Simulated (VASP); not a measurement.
# Ga2O3 (kpat) (R-3c) in VASP: single point with PBE

Aim: the single point of Ga2O3 (kpat) with PBE.

All numbers are computed with VASP 6.6.1; they aren't measurements. Logs are shortened: lines on timing, memory, paths and dates and some standing lists are left out, and cuts for length are marked.

**1. The cell of the first run**

Symmetry: R-3c, No. 167, trigonal system. Conventional cell: a = 4.950 Å, b = 4.950 Å, c = 13.306 Å, α = 90.00°, β = 90.00°, γ = 120.00°. Within 2.5 Å of Ga (site symmetry 3) lie 6 O at 1.91 to 2.06 Å. O (site symmetry 2) has 4 Ga at 1.91 to 2.06 Å within 2.5 Å.

**2. Single point, PBE (strained cell)**

INCAR reads:

```
SYSTEM = Ga2O3
PREC = Accurate ; ENCUT = 520
EDIFF = 1E-6 ; ISMEAR = 0
SIGMA = 0.02 ; LREAL = .FALSE.
LASPH = .TRUE. ; NELM = 100
ALGO = Normal ; ISIF = 2
LWAVE = .FALSE. ; LCHARG = .TRUE.
GGA = PE ; LELF = .TRUE.
LVHAR = .TRUE. ; NBANDS = 55
```

KPOINTS reads:

```
Automatic mesh
0
G
  6 6 6
  0 0 0
```

POSCAR reads:

```
Ga2O3
1.0
    2.4749501535      1.4289131374      4.4353549177
   -2.4749501535      1.4289131374      4.4353549177
    0.0000000000     -2.8578262748      4.4353549177
Ga O
4 6
Direct
    0.8559483354      0.8559483354      0.8559483354
    0.6440516646      0.6440516646      0.6440516646
    0.1440516646      0.1440516646      0.1440516646
    0.3559483354      0.3559483354      0.3559483354
    0.0531162131      0.4468837869      0.7500000000
    0.7500000000      0.0531162131      0.4468837869
    0.4468837869      0.7500000000      0.0531162131
    0.9468837869      0.5531162131      0.2500000000
    0.2500000000      0.9468837869      0.5531162131
    0.5531162131      0.2500000000      0.9468837869
```

Potentials or basis: VASP PAW PBE potentials, release 64 (Ga_d, O).

Started as:

```
$ cat potpaw_PBE.64/Ga_d/POTCAR potpaw_PBE.64/O/POTCAR > POTCAR
$ mpirun -np 1 vasp_std > vasp.out
```

OUTCAR:

```text
SYSTEM = Ga2O3
   PREC = Accurate
   ENCUT = 520
   EDIFF = 1E-6
   ISMEAR = 0
   LREAL = .FALSE.
   LASPH = .TRUE.
   NELM = 100
   ISIF = 2
   GGA = PE

 ion  position               nearest neighbor table
   1  0.856  0.856  0.856-  10 1.91   8 1.91   9 1.91   5 2.06   7 2.06   6 2.06   2 2.82   3 2.92
                             3 2.92   3 2.92
   2  0.644  0.644  0.644-   9 1.91   8 1.91  10 1.91   5 2.06   6 2.06   7 2.06   1 2.82   4 2.92
                             4 2.92   4 2.92
   3  0.144  0.144  0.144-   7 1.91   5 1.91   6 1.91   8 2.06  10 2.06   9 2.06   4 2.82   1 2.92
                             1 2.92   1 2.92
   4  0.356  0.356  0.356-   6 1.91   5 1.91   7 1.91   8 2.06   9 2.06  10 2.06   3 2.82   2 2.92
                             2 2.92   2 2.92
   5  0.053  0.447  0.750-   3 1.91   4 1.91   1 2.06   2 2.06
   6  0.750  0.053  0.447-   4 1.91   3 1.91   2 2.06   1 2.06
   7  0.447  0.750  0.053-   3 1.91   4 1.91   1 2.06   2 2.06
   8  0.947  0.553  0.250-   1 1.91   2 1.91   3 2.06   4 2.06
   9  0.250  0.947  0.553-   2 1.91   1 1.91   4 2.06   3 2.06
  10  0.553  0.250  0.947-   1 1.91   2 1.91   3 2.06   4 2.06

  LATTYP: Found a trigonal (rhomboedric) cell.
 ALAT       =     5.2763191964
 COS(alpha) =     0.5599512546

  Lattice vectors:

 A1 = (   2.4749501535,   1.4289131374,   4.4353549177)
 A2 = (  -2.4749501535,   1.4289131374,   4.4353549177)
 A3 = (   0.0000000000,  -2.8578262748,   4.4353549177)

Analysis of symmetry for initial positions (statically):
=====================================================================
 Subroutine PRICEL returns:
 Original cell was already a primitive cell.

 Routine SETGRP: Setting up the symmetry group for a
 trigonal (rhombohedral) supercell.

 Subroutine GETGRP returns: Found 12 space group operations
 (whereof  6 operations were pure point group operations)
 out of a pool of 12 trial point group operations.

The static configuration has the point symmetry S_6 .
 The point group associated with its full space group is D_3d.

Analysis of symmetry for dynamics (positions and initial velocities):
=====================================================================
 Subroutine PRICEL returns:
 Original cell was already a primitive cell.

 Routine SETGRP: Setting up the symmetry group for a
 trigonal (rhombohedral) supercell.

 Subroutine GETGRP returns: Found 12 space group operations
 (whereof  6 operations were pure point group operations)
 out of a pool of 12 trial point group operations.

The dynamic configuration has the point symmetry S_6 .
 The point group associated with its full space group is D_3d.

 Subroutine INISYM returns: Found 12 space group operations
 (whereof  6 operations are pure point group operations),
 and found     1 'primitive' translations

----------------------------------------------------------------------------------------

                                     Primitive cell

  volume of cell :      94.1135

  direct lattice vectors                    reciprocal lattice vectors
     2.474950154  1.428913137  4.435354918     0.202024271  0.116638767  0.075153700
    -2.474950154  1.428913137  4.435354918    -0.202024271  0.116638767  0.075153700
     0.000000000 -2.857826275  4.435354918     0.000000000 -0.233277534  0.075153700

  length of vectors
     5.276319196  5.276319196  5.276319196     0.245084652  0.245084652  0.245084652

  position of ions in fractional coordinates (direct lattice)
     0.855948335  0.855948335  0.855948335
     0.644051665  0.644051665  0.644051665
     0.144051665  0.144051665  0.144051665
     0.355948335  0.355948335  0.355948335
     0.053116213  0.446883787  0.750000000
     0.750000000  0.053116213  0.446883787
     0.446883787  0.750000000  0.053116213
     0.946883787  0.553116213  0.250000000
     0.250000000  0.946883787  0.553116213
     0.553116213  0.250000000  0.946883787

  ion indices of the primitive-cell ions
   primitive index   ion index
                 1           1
                 2           2
                 3           3
                 4           4
                 5           5
                 6           6
                 7           7
                 8           8
                 9           9
                10          10

----------------------------------------------------------------------------------------

 KPOINTS: Automatic mesh

Automatic generation of k-mesh.
 Grid dimensions read from file:
 generate k-points for:    6    6    6

 Generating k-lattice:

  Cartesian coordinates                     Fractional coordinates (reciprocal lattice)
     0.033670712  0.019439795  0.012525617     0.166666667 -0.000000000  0.000000000
    -0.033670712  0.019439795  0.012525617    -0.000000000  0.166666667  0.000000000
     0.000000000 -0.038879589  0.012525617     0.000000000  0.000000000  0.166666667

  Length of vectors
     0.040847442  0.040847442  0.040847442

  Shift w.r.t. Gamma in fractional coordinates (k-lattice)
     0.000000000  0.000000000  0.000000000

 Subroutine IBZKPT returns following result:
 ===========================================

 Found     32 irreducible k-points:

 Following reciprocal coordinates:
            Coordinates               Weight
  0.000000  0.000000  0.000000      1.000000
  0.166667  0.000000  0.000000      6.000000
  0.333333  0.000000 -0.000000      6.000000
  0.500000  0.000000  0.000000      3.000000
  0.166667  0.166667  0.000000      6.000000
  0.333333  0.166667  0.000000     12.000000
[... 16 lines left out ...]
  0.500000  0.500000  0.166667      6.000000
 -0.333333  0.500000  0.166667     12.000000
 [... further k-points ...]
   k-points           NKPTS =     32   k-points in BZ     NKDIM =     32   number of bands    NBANDS=     55
   number of dos      NEDOS =    301   number of ions     NIONS =     10
   total plane-waves  NPLWV =  64000
   dimension x,y,z NGX =    40 NGY =   40 NGZ =   40
   dimension x,y,z NGXF=    80 NGYF=   80 NGZF=   80
   ions per type =               4   6
   NGX,Y,Z   is equivalent  to a cutoff of  12.60, 12.60, 12.60 a.u.
   NGXF,Y,Z  is equivalent  to a cutoff of  25.21, 25.21, 25.21 a.u.
 SYSTEM =  Ga2O3
   PREC   = accura    normal or accurate (medium, high low for compatibility)
   ISTART =      0    job   : 0-new  1-cont  2-samecut
   ICHARG =      2    charge: 1-file 2-atom 10-const
   ISPIN  =      1    spin polarized calculation?
   LNONCOLLINEAR =      F non collinear calculations
   LSORBIT =      F    spin-orbit coupling
   LASPH  =      T    aspherical Exc in radial PAW
   ENCUT  =  520.0 eV  38.22 Ry    6.18 a.u.   9.81  9.81  9.81*2*pi/ulx,y,z
   NELM   =    100;   NELMIN=  2; NELMDL= -5     # of ELM steps
   EDIFF  = 0.1E-05   stopping-criterion for ELM
   LREAL  =      F    real-space projection
   EDIFFG = 0.1E-04   stopping-criterion for IOM
   NSW    =      0    number of steps for IOM
   IBRION =     -1    ionic relax: 0-MD 1-quasi-New 2-CG
   NFREE  =      0    steps in history (QN), initial steepest desc. (CG)
   ISIF   =      2    stress and relaxation
   ISYM   =      2    0-nonsym 1-usesym 2-fastsym
   POTIM  = 0.5000    time-step for ionic-motion
   TEBEG  =    0.0;   TEEND  =   0.0 temperature during run
   PSTRESS=    0.0 pullay stress
   NELECT =      88.0000    total number of electrons
   NUPDOWN=      -1.0000    fix difference up-down
   EMIN   =  10.00;   EMAX   =-10.00  energy-range for DOS
   EFERMI =   0.00;   METHOD = LEGACY
   ISMEAR =     0;   SIGMA  =   0.02  broadening in eV -4-tet -1-fermi 0-gaus
   EFERMI_NEDOS =   21; number of points for ismear=-14 and -15
   IALGO  =     38    algorithm
   IMIX   =      4    mixing-type and parameters
     AMIX     =   0.40;   BMIX     =  1.00
     AMIX_MAG =   1.60;   BMIX_MAG =  1.00
  volume/ion in A,a.u.               =       9.41        63.51
  Fermi-wavevector in a.u.,A,eV,Ry     =   1.600854  3.025176 34.868110  2.562734
  Thomas-Fermi vector in A             =   2.697924
   LORBIT       =      0    0 simple, 1 ext, 2 COOP (PROOUT), +10 PAW based schemes
   GGA     = PE    functional components
   LHFCALC =     F    Hartree Fock is set to
   AEXX    =    0.0000 exact exchange contribution
   IVDW    =     0    specifies the selected vdW correction
   LEPSILON=     F    determine dielectric tensor
   LRPA    =     F    only Hartree local field effects (RPA)
 non-spin polarized calculation
 Gauss-broadening in eV      SIGMA  =   0.02
  energy-cutoff  :      520.00
  volume of cell :       94.11
 maximum number of plane-waves:      2554
   NGX = 19   NGY = 19   NGZ = 19

 number of electron      87.9999984 magnetization

 Free energy of the ion-electron system (eV)
  ---------------------------------------------------
  ext. energy  EPLUGINS =         0.00000000
  ---------------------------------------------------
  free energy    TOTEN  =       -59.04958160 eV

  energy without entropy =      -59.04958160  energy(sigma->0) =      -59.04958160

 E-fermi :   4.9781     XC(G=0): -12.3401

 val. band max:        4.8227978930   @ k =  -0.1667   0.1667   0.0000
 cond. band min:       7.9227713261   @ k =   0.0000   0.0000   0.0000
 fundamental gap:      3.0999734331
 Fermi energy:         4.9780822974

 k-point     1 :       0.0000    0.0000    0.0000
  band No.  band energies     occupation
      1     -14.3925      2.00000
      2     -12.2817      2.00000
      3     -12.2817      2.00000
      4     -12.2558      2.00000
      5     -12.2339      2.00000
      6     -12.2339      2.00000
[... 47 lines left out ...]
     54      16.1901      0.00000
     55      17.4614      0.00000

 k-point     2 :       0.1667    0.0000    0.0000
  band No.  band energies     occupation
      1     -14.2616      2.00000
      2     -12.4258      2.00000
      3     -12.2954      2.00000
      4     -12.2914      2.00000
      5     -12.2428      2.00000
      6     -12.2212      2.00000
[... 47 lines left out ...]
     54      16.8010      0.00000
     55      17.2674      0.00000

 k-point     3 :       0.3333    0.0000   -0.0000
  band No.  band energies     occupation
      1     -13.8940      2.00000
      2     -12.8274      2.00000
      3     -12.3320      2.00000
      4     -12.3227      2.00000
      5     -12.2498      2.00000
      6     -12.2344      2.00000
[... 1152 lines left out ...]
 k-point    23 :       0.5000    0.5000    0.1667
  band No.  band energies     occupation
      1     -13.5103      2.00000
      2     -12.9037      2.00000
      3     -12.5898      2.00000
      4     -12.3902      2.00000
      5     -12.3323      2.00000
      6     -12.2387      2.00000
[... 47 lines left out ...]
     54      17.2426      0.00000
     55      17.3821      0.00000

 k-point    24 :      -0.3333    0.5000    0.1667
  band No.  band energies     occupation
      1     -13.3066      2.00000
      2     -12.9779      2.00000
      3     -12.6637      2.00000
      4     -12.5250      2.00000
      5     -12.2762      2.00000
      6     -12.2278      2.00000
[... 47 lines left out ...]
     54      17.0841      0.00000
     55      17.4139      0.00000

 [... further k-points ...]

------------------------ aborting loop because EDIFF is reached ----------------------------------------

  FORCE on cell =-STRESS in cart. coord.  units (eV):
  Direction    XX          YY          ZZ          XY          YZ          ZX
  --------------------------------------------------------------------------------------
  -------------------------------------------------------------------------------------
  Total       10.0607562     10.0607562      9.1205352     -0.0000000      0.0000000      0.0000000
  in kB      171.2731530    171.2731530    155.2669387     -0.0000000      0.0000000      0.0000000
  external PRESSURE =     165.9377483 kB  Pullay stress =       0.0000000 kB

 VOLUME and BASIS-vectors are now :
 -----------------------------------------------------------------------------
  energy-cutoff  :      520.00
  volume of cell :       94.11
      direct lattice vectors                 reciprocal lattice vectors
     2.474950154  1.428913137  4.435354918     0.202024271  0.116638767  0.075153700
    -2.474950154  1.428913137  4.435354918    -0.202024271  0.116638767  0.075153700
     0.000000000 -2.857826275  4.435354918     0.000000000 -0.233277534  0.075153700

 POSITION                                       TOTAL-FORCE (eV/Angst)
 -----------------------------------------------------------------------------------
      0.00000      0.00000     11.38930         0.000000      0.000000      0.022165
      0.00000      0.00000      8.56979         0.000000      0.000000     -0.022165
      0.00000      0.00000      1.91676         0.000000      0.000000     -0.022165
      0.00000      0.00000      4.73627         0.000000      0.000000      0.022165
     -0.97456     -1.42891      5.54419         0.005381      0.000000     -0.000000
      1.72475     -0.12953      5.54419        -0.002691      0.004660      0.000000
     -0.75020      1.55845      5.54419        -0.002691     -0.004660      0.000000
      0.97456      1.42891      7.76187        -0.005381      0.000000     -0.000000
     -1.72475      0.12953      7.76187         0.002691     -0.004660      0.000000
      0.75020     -1.55845      7.76187         0.002691      0.004660      0.000000
 -----------------------------------------------------------------------------------
    total drift:                               -0.000000     -0.000000      0.000000

  FREE ENERGIE OF THE ION-ELECTRON SYSTEM (eV)
  ---------------------------------------------------
  free  energy   TOTEN  =       -59.0495815956 eV

  energy  without entropy=      -59.0495815956  energy(sigma->0) =      -59.04958160
```

Wall time 3.9 min (1 thread of AMD EPYC 7R13 (Zen 3), shared host); peak memory 0.27 GiB.

Results:

```yaml
Free_energy: -59.0496 eV
Pressure: 16.6 GPa
Largest_force: 0.022 eV/Å
Band_gap_on_the_k_mesh: 3.10 eV, indirect (least direct gap 3.37 eV)
```

Forces in eV/Å, atoms in the order of the input:
```
Ga   0.000  0.000  0.022
Ga   0.000  0.000 -0.022
Ga   0.000  0.000 -0.022
Ga   0.000  0.000  0.022
O    0.005  0.000  0.000
O   -0.003  0.005  0.000
O   -0.003 -0.005  0.000
O   -0.005  0.000  0.000
O    0.003 -0.005  0.000
O    0.003  0.005  0.000
```

Caveat: the cell differs from its parent crystal (strained cell).
